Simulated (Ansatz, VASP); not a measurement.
## BAs: VASP beside Ansatz

POSCAR

```
BAs
1.0
    2.9570103300      0.0000000000      0.0000000000
    0.0000000000      2.9570103300      0.0000000000
    0.0000000000      0.0000000000      2.9570103300
B As
1 1
Direct
    0.5000000000      0.5000000000      0.5000000000
    0.0000000000      0.0000000000      0.0000000000
```

INCAR.step1

```
  ALGO = Normal
  EDIFF = 1E-5
  ENCUT = 520
  GGA = PE
  ISIF = 2
  ISMEAR = -1
  LASPH = T
  LCHARG = F
  LREAL = F
  LWAVE = T
  NBANDS = 11
  NELM = 80
  PREC = Accurate
  SIGMA = 0.05
```

The input INCAR.step2:

```
  AEXX = 0.5
  ALGO = Normal
  EDIFF = 1E-6
  ENCUT = 520
  GGA = PE
  HFSCREEN = 0.2
  ISIF = 2
  ISMEAR = -1
  ISTART = 1
  LASPH = T
  LCHARG = F
  LHFCALC = T
  LREAL = F
  LWAVE = F
  NBANDS = 11
  NELM = 80
  PREC = Accurate
  PRECFOCK = Normal
  SIGMA = 0.05
```

The input KPOINTS:

```
k-points
0
Gamma
  5 5 5
```

input

```
crystal:
  lattice:
    - [2.95701033, 0.0, 0.0]
    - [0.0, 2.95701033, 0.0]
    - [0.0, 0.0, 2.95701033]
  atoms:
    - { symbol: B, position: [0.5, 0.5, 0.5] }
    - { symbol: As, position: [0.0, 0.0, 0.0] }
hamiltonian:
  xc: { exchange: pbe, correlation: pbe, exx: { coeff: 0.5, omega: 0.2 } }
  pseudopotentials: { kind: paw }
kpoints:
  mp_grid: { grid: [5, 5, 5] }
scf:
  occupations: { method: fermi_dirac, width: 0.05 }
output:
  forces: true
  stress: true
  eigenvalues: true
```

Alike in both runs: task single point; functional PBE-based screened hybrid with a share of 0.5 of exact exchange and HFSCREEN = 0.2; k mesh 5 × 5 × 5; occupations fermi-dirac, width 0.05 eV; no spin polarisation.

```csv
,VASP,Ansatz
version,VASP 6.6.1,Ansatz 0.2.0
potentials or method,"VASP PAW PBE potentials, release 64 (B, As)",Ansatz PAW
plane-wave cutoff (eV),520,420
valence electrons in the cell,8,18
```

```csv
,VASP,Ansatz,Ansatz less VASP
gap on the k mesh at the Fermi level (eV),none,none,-
pressure (GPa),-12.5,-11.6,+0.89
```

VASP's potentials were made for PBE, not for PBE-based screened hybrid. A gap of «none» marks a metal or a gap that the smearing closes. VASP's potentials hold 8 valence electrons a cell and Ansatz's 18, so a difference there can come from the potentials and not from the codes.

The k mesh is coarse, so the values compare programs but aren't converged.
